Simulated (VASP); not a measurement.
# AlCu5 (P6/mmm) in VASP: density of states with PBE

Aim: the density of states of AlCu5 with PBE.

Program: VASP 6.6.1. These are calculated values, not measurements. Logs are shortened: lines on timing, memory, paths and dates and some standing lists are left out, and cuts for length are marked.

## Step 1: The cell of the first run

It takes space group P6/mmm (No. 191, hexagonal). The conventional cell has a = 4.725 Å, b = 4.725 Å, c = 6.951 Å, α = 90.00°, β = 90.00°, γ = 120.00°. Within 3.1 Å of Al (site symmetry 6/mmm) lie 2 Cu at 2.32 Å. Within 3.1 Å of Cu (site symmetry mmm) lie 8 Cu at 2.36 to 2.63 Å. Within 3.1 Å of Cu (site symmetry 6mm) lie 7 Cu at 2.31 to 2.63 Å and 1 Al at 2.32 Å.

## Step 2: Density of states, PBE

POSCAR reads:

```
AlCu5
1.0
    4.7247254636      0.0000000000      0.0000000000
   -2.3623627318      4.0917322773      0.0000000000
    0.0000000000      0.0000000000      6.9506518143
Al Cu
1 5
Direct
    0.0000000000      0.0000000000      0.0000000000
    0.5000000000      0.0000000000      0.5000000000
    0.0000000000      0.5000000000      0.5000000000
    0.5000000000      0.5000000000      0.5000000000
    0.0000000000      0.0000000000      0.6663912734
    0.0000000000      0.0000000000      0.3336087266
```

INCAR.step1 reads:

```
SYSTEM = AlCu5
PREC = Accurate
ENCUT = 520
EDIFF = 1E-7
ISMEAR = 0
SIGMA = 0.1
LREAL = .FALSE.
LASPH = .TRUE.
NELM = 100
ALGO = Fast
ISIF = 2
LWAVE = .FALSE.
LCHARG = .TRUE.
LMAXMIX = 4
GGA = PE
NBANDS = 38
```

KPOINTS.step1 reads:

```
regular mesh
0
G
  12 12 6
  0 0 0
```

INCAR.step2 reads:

```
SYSTEM = AlCu5
PREC = Accurate
ENCUT = 520
EDIFF = 1E-7
ISMEAR = -5
SIGMA = 0.1
LREAL = .FALSE.
LASPH = .TRUE.
NELM = 100
ALGO = Fast
ISIF = 2
LWAVE = .FALSE.
LCHARG = .FALSE.
LMAXMIX = 4
GGA = PE
LORBIT = 11
NEDOS = 2001
ICHARG = 11
```

KPOINTS.step2 reads:

```
regular mesh
0
G
  18 18 9
  0 0 0
```

Potentials or basis: VASP PAW PBE potentials, release 64 (Al, Cu).

Started as:

```console
$ cat potpaw_PBE.64/Al/POTCAR potpaw_PBE.64/Cu/POTCAR > POTCAR
$ cp INCAR.step1 INCAR
$ cp KPOINTS.step1 KPOINTS
$ mpirun -np 1 vasp_std > vasp.out
$ cp INCAR.step2 INCAR
$ cp KPOINTS.step2 KPOINTS
$ mpirun -np 1 vasp_std > vasp.out
```

OUTCAR:

```text
SYSTEM = AlCu5
   PREC = Accurate
   ENCUT = 520
   EDIFF = 1E-7
   ISMEAR = -5
   LREAL = .FALSE.
   LASPH = .TRUE.
   NELM = 100
   ISIF = 2
   GGA = PE
   LORBIT = 11
   ICHARG = 11

 ion  position               nearest neighbor table
   1  0.000  0.000  0.000-   5 2.32   6 2.32
   2  0.500  0.000  0.500-   3 2.36   4 2.36   4 2.36   3 2.36   5 2.63   5 2.63   6 2.63   6 2.63

   3  0.000  0.500  0.500-   2 2.36   2 2.36   4 2.36   4 2.36   5 2.63   6 2.63   5 2.63   6 2.63

   4  0.500  0.500  0.500-   2 2.36   2 2.36   3 2.36   3 2.36   5 2.63   6 2.63   5 2.63   6 2.63

   5  0.000  0.000  0.666-   6 2.31   1 2.32   4 2.63   3 2.63   3 2.63   4 2.63   2 2.63   2 2.63

   6  0.000  0.000  0.334-   5 2.31   1 2.32   4 2.63   3 2.63   3 2.63   4 2.63   2 2.63   2 2.63

  LATTYP: Found a hexagonal cell.
 ALAT       =     4.7247254636
 C/A-ratio  =     1.4711228976

  Lattice vectors:

 A1 = (   4.7247254636,   0.0000000000,   0.0000000000)
 A2 = (  -2.3623627318,   4.0917322773,   0.0000000000)
 A3 = (   0.0000000000,   0.0000000000,   6.9506518143)

Analysis of symmetry for initial positions (statically):
=====================================================================
 Subroutine PRICEL returns:
 Original cell was already a primitive cell.

 Routine SETGRP: Setting up the symmetry group for a
 hexagonal supercell.

 Subroutine GETGRP returns: Found 24 space group operations
 (whereof 24 operations were pure point group operations)
 out of a pool of 24 trial point group operations.

The static configuration has the point symmetry D_6h.

Analysis of symmetry for dynamics (positions and initial velocities):
=====================================================================
 Subroutine PRICEL returns:
 Original cell was already a primitive cell.

 Routine SETGRP: Setting up the symmetry group for a
 hexagonal supercell.

 Subroutine GETGRP returns: Found 24 space group operations
 (whereof 24 operations were pure point group operations)
 out of a pool of 24 trial point group operations.

The dynamic configuration has the point symmetry D_6h.

 Subroutine INISYM returns: Found 24 space group operations
 (whereof 24 operations are pure point group operations),
 and found     1 'primitive' translations

----------------------------------------------------------------------------------------

                                     Primitive cell

  volume of cell :     134.3722

  direct lattice vectors                    reciprocal lattice vectors
     4.724725464  0.000000000  0.000000000     0.211652509  0.122197633  0.000000000
    -2.362362732  4.091732277  0.000000000     0.000000000  0.244395266  0.000000000
     0.000000000  0.000000000  6.950651814     0.000000000  0.000000000  0.143871399

  length of vectors
     4.724725464  4.724725464  6.950651814     0.244395266  0.244395266  0.143871399

  position of ions in fractional coordinates (direct lattice)
     0.000000000  0.000000000  0.000000000
     0.500000000  0.000000000  0.500000000
     0.000000000  0.500000000  0.500000000
     0.500000000  0.500000000  0.500000000
     0.000000000  0.000000000  0.666391273
     0.000000000  0.000000000  0.333608727

  ion indices of the primitive-cell ions
   primitive index   ion index
                 1           1
                 2           2
                 3           3
                 4           4
                 5           5
                 6           6

----------------------------------------------------------------------------------------

 KPOINTS: regular mesh

Automatic generation of k-mesh.
 Grid dimensions read from file:
 generate k-points for:   18   18    9

 Generating k-lattice:

  Cartesian coordinates                     Fractional coordinates (reciprocal lattice)
     0.011758473  0.006788757  0.000000000     0.055555556 -0.000000000  0.000000000
     0.000000000  0.013577515  0.000000000     0.000000000  0.055555556  0.000000000
     0.000000000  0.000000000  0.015985711     0.000000000  0.000000000  0.111111111

  Length of vectors
     0.013577515  0.013577515  0.015985711

  Shift w.r.t. Gamma in fractional coordinates (k-lattice)
     0.000000000  0.000000000  0.000000000

 TETIRR: Found   2805 inequivalent tetrahedra from    17496

 Subroutine IBZKPT returns following result:
 ===========================================

 Found    185 irreducible k-points:

 Following reciprocal coordinates:
            Coordinates               Weight
  0.000000  0.000000  0.000000      1.000000
  0.055556  0.000000  0.000000      6.000000
  0.111111  0.000000  0.000000      6.000000
  0.166667  0.000000  0.000000      6.000000
  0.222222  0.000000  0.000000      6.000000
  0.277778  0.000000  0.000000      6.000000
[... 16 lines left out ...]
  0.333333  0.111111  0.000000     12.000000
  0.388889  0.111111  0.000000     12.000000
 [... further k-points ...]
   k-points           NKPTS =    185   k-points in BZ     NKDIM =    185   number of bands    NBANDS=     34
   number of dos      NEDOS =   2001   number of ions     NIONS =      6
   total plane-waves  NPLWV =  69984
   dimension x,y,z NGX =    36 NGY =   36 NGZ =   54
   dimension x,y,z NGXF=    72 NGYF=   72 NGZF=  108
   ions per type =               1   5
   NGX,Y,Z   is equivalent  to a cutoff of  12.67, 12.67, 12.92 a.u.
   NGXF,Y,Z  is equivalent  to a cutoff of  25.33, 25.33, 25.83 a.u.
 SYSTEM =  AlCu5
   PREC   = accura    normal or accurate (medium, high low for compatibility)
   ISTART =      0    job   : 0-new  1-cont  2-samecut
   ICHARG =     11    charge: 1-file 2-atom 10-const
   ISPIN  =      1    spin polarized calculation?
   LNONCOLLINEAR =      F non collinear calculations
   LSORBIT =      F    spin-orbit coupling
   LASPH  =      T    aspherical Exc in radial PAW
   ENCUT  =  520.0 eV  38.22 Ry    6.18 a.u.   8.78  8.78 12.92*2*pi/ulx,y,z
   NELM   =    100;   NELMIN=  2; NELMDL=  0     # of ELM steps
   EDIFF  = 0.1E-06   stopping-criterion for ELM
   LREAL  =      F    real-space projection
   EDIFFG = 0.1E-05   stopping-criterion for IOM
   NSW    =      0    number of steps for IOM
   IBRION =     -1    ionic relax: 0-MD 1-quasi-New 2-CG
   NFREE  =      0    steps in history (QN), initial steepest desc. (CG)
   ISIF   =      2    stress and relaxation
   ISYM   =      2    0-nonsym 1-usesym 2-fastsym
   POTIM  = 0.5000    time-step for ionic-motion
   TEBEG  =    0.0;   TEEND  =   0.0 temperature during run
   PSTRESS=    0.0 pullay stress
   NELECT =      58.0000    total number of electrons
   NUPDOWN=      -1.0000    fix difference up-down
   EMIN   =  10.00;   EMAX   =-10.00  energy-range for DOS
   EFERMI =   0.00;   METHOD = LEGACY
   ISMEAR =    -5;   SIGMA  =   0.10  broadening in eV -4-tet -1-fermi 0-gaus
   EFERMI_NEDOS =   21; number of points for ismear=-14 and -15
   IALGO  =     68    algorithm
   IMIX   =      4    mixing-type and parameters
     AMIX     =   0.40;   BMIX     =  1.00
     AMIX_MAG =   1.60;   BMIX_MAG =  1.00
  volume/ion in A,a.u.               =      22.40       151.13
  Fermi-wavevector in a.u.,A,eV,Ry     =   1.237222  2.338011 20.826695  1.530719
  Thomas-Fermi vector in A             =   2.371798
   LORBIT       =     11    0 simple, 1 ext, 2 COOP (PROOUT), +10 PAW based schemes
   GGA     = PE    functional components
   LHFCALC =     F    Hartree Fock is set to
   AEXX    =    0.0000 exact exchange contribution
   IVDW    =     0    specifies the selected vdW correction
   LEPSILON=     F    determine dielectric tensor
   LRPA    =     F    only Hartree local field effects (RPA)
 non-spin polarized calculation
 RMM-DIIS sequential band-by-band and
 Fermi weights with tetrahedron method with Bloechl corrections
  energy-cutoff  :      520.00
  volume of cell :      134.37
 maximum number of plane-waves:      3639
 NGX is ok and might be reduce to    36

 number of electron      57.9999958 magnetization

 Free energy of the ion-electron system (eV)
  ---------------------------------------------------
  ext. energy  EPLUGINS =         0.00000000
  ---------------------------------------------------
  free energy    TOTEN  =       -18.64868915 eV

  energy without entropy =      -18.64868915  energy(sigma->0) =      -18.64868915

 E-fermi :   2.6210     XC(G=0):  -8.7605

 val. band max:        2.6228059360   @ k =   0.1667   0.0000   0.4444
 cond. band min:       2.5820078495   @ k =   0.4444   0.1111   0.3333
 fundamental gap:     -0.0407980865
 Fermi energy:         2.6210264523

 k-point     1 :       0.0000    0.0000    0.0000
  band No.  band energies     occupation
      1      -4.8883      2.00000
      2      -2.5055      2.00000
      3      -1.7553      2.00000
      4      -1.4953      2.00000
      5      -1.4953      2.00000
      6      -0.9732      2.00000
[... 26 lines left out ...]
     33       6.6860      0.00000
     34       6.7982      0.00000

 k-point     2 :       0.0556    0.0000    0.0000
  band No.  band energies     occupation
      1      -4.8619      2.00000
      2      -2.4958      2.00000
      3      -1.7458      2.00000
      4      -1.4978      2.00000
      5      -1.4895      2.00000
      6      -0.9695      2.00000
[... 26 lines left out ...]
     33       6.6241      0.00000
     34       6.7094      0.00000
[... 775 lines left out ...]
     33       4.6893      0.00000
     34       6.2527      0.00000

 k-point    24 :       0.3889    0.1111    0.0000
  band No.  band energies     occupation
      1      -3.4864      2.00000
      2      -2.5097      2.00000
      3      -1.5707      2.00000
      4      -1.3249      2.00000
      5      -1.2129      2.00000
      6      -0.9162      2.00000
[... 26 lines left out ...]
     33       4.6719      0.00000
     34       6.2211      0.00000

 [... further k-points ...]

------------------------ aborting loop because EDIFF is reached ----------------------------------------

  FORCE on cell =-STRESS in cart. coord.  units (eV):
  Direction    XX          YY          ZZ          XY          YZ          ZX
  --------------------------------------------------------------------------------------
  -------------------------------------------------------------------------------------
  Total        0.0022421      0.0022421     -0.2717895      0.0000000      0.0000000      0.0000000
  in kB        0.0267340      0.0267340     -3.2406639      0.0000000      0.0000000      0.0000000
  external PRESSURE =      -1.0623987 kB  Pullay stress =       0.0000000 kB

 VOLUME and BASIS-vectors are now :
 -----------------------------------------------------------------------------
  energy-cutoff  :      520.00
  volume of cell :      134.37
      direct lattice vectors                 reciprocal lattice vectors
     4.724725464  0.000000000  0.000000000     0.211652509  0.122197633  0.000000000
    -2.362362732  4.091732277  0.000000000     0.000000000  0.244395266  0.000000000
     0.000000000  0.000000000  6.950651814     0.000000000  0.000000000  0.143871399

 POSITION                                       TOTAL-FORCE (eV/Angst)
 -----------------------------------------------------------------------------------
      0.00000      0.00000      0.00000         0.000000      0.000000      0.000000
      2.36236      0.00000      3.47533         0.000000      0.000000      0.000000
     -1.18118      2.04587      3.47533         0.000000      0.000000      0.000000
      1.18118      2.04587      3.47533         0.000000      0.000000      0.000000
      0.00000      0.00000      4.63185        -0.000000     -0.000000      0.026674
      0.00000      0.00000      2.31880         0.000000      0.000000     -0.026674
 -----------------------------------------------------------------------------------
    total drift:                               -0.000000      0.000000      0.000000

  FREE ENERGIE OF THE ION-ELECTRON SYSTEM (eV)
  ---------------------------------------------------
  free  energy   TOTEN  =       -18.6486891460 eV

  energy  without entropy=      -18.6486891460  energy(sigma->0) =      -18.64868915

 total charge

# of ion       s       p       d       tot
------------------------------------------
    1        0.558   0.227   0.000   0.785
    2        0.490   0.310   9.193   9.993
    3        0.490   0.310   9.193   9.993
    4        0.490   0.310   9.193   9.993
    5        0.494   0.321   9.165   9.979
    6        0.494   0.321   9.165   9.979
--------------------------------------------------
tot          3.014   1.798  45.910  50.722
```

Run time: 9 min. Hardware: 1 thread of Intel Xeon 6975P-C (Granite Rapids), shared host; peak memory 0.7 GiB.

What came out:

```
Valence electrons inside the program's atomic spheres : Al 0.79; Cu 9.99, 9.98
```

Levels at points of the mesh, in eV from the Fermi level:
```tsv
k point	band 27	band 28	band 29	band 30	band 31	band 32
(0.00, 0.00, 0.00)	-1.39	-0.94	0.99	0.99	1.71	4.02
(0.50, 0.00, 0.00)	-1.75	-1.49	-0.58	0.94	0.94	1.24
```

Caveat: tetrahedron occupations give inexact forces and stress in metals.
